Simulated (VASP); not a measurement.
# H: single point with PBEsol

The system is H.

```
CELL_PARAMETERS angstrom
-1.69553 1.69553 2.18684
1.69553 -1.69553 2.18684
1.69553 1.69553 -2.18684
ATOMIC_POSITIONS crystal
H 0.84914 0.84914 0.00000
H 0.15086 0.15086 0.00000
```

This cell differs from its parent crystal: functional PBEsol, strained.

- Program: VASP 6.6.1
- Task: single point
- Functional: PBEsol
- Potentials or basis: VASP PAW PBE potentials, release 64 (H)
- Cutoff: 520 eV
- k mesh: 10 × 10 × 10
- Occupations: gaussian, width 0.02 eV
- Spin: no spin polarisation
- Dipole correction: no
- Further INCAR settings: ALGO = Normal; EDIFF = 1e-07; NBANDS = 8

```
Pressure               : -12.8 GPa
Largest force          : 4.167 eV/Å
Band gap on the k mesh : 2.97 eV, direct
```

Forces on the atoms (eV/Å):
```
H    0.000  0.000  4.167
H    0.000  0.000 -4.167
```

Stress tensor (GPa, compression positive):
```
 -1.21   0.00   0.00
  0.00  -1.21   0.00
  0.00   0.00 -35.83
```

Levels at points of the mesh, in eV from the valence-band top:
| k point | band 1 | band 2 | band 3 | band 4 |
| --- | --- | --- | --- | --- |
| (0.00, 0.00, 0.00) | -4.13 | 8.18 | 13.08 | 20.06 |
| (0.50, 0.00, 0.00) | -1.58 | 3.15 | 12.47 | 14.04 |
| (0.50, 0.50, 0.00) | -1.30 | 5.96 | 7.01 | 12.79 |
| (0.50, 0.50, 0.50) | 0.00 | 2.97 | 10.14 | 12.53 |

Run time: 8.4 s on 1 thread of Intel Xeon 6975P-C, on a shared host, peak memory 0.14 GiB.

Caveat: the cell differs from its parent crystal (functional PBEsol, strained); the PAW data sets were made with another functional, which shifts forces and pressure a little. A k mesh can miss the band edges.
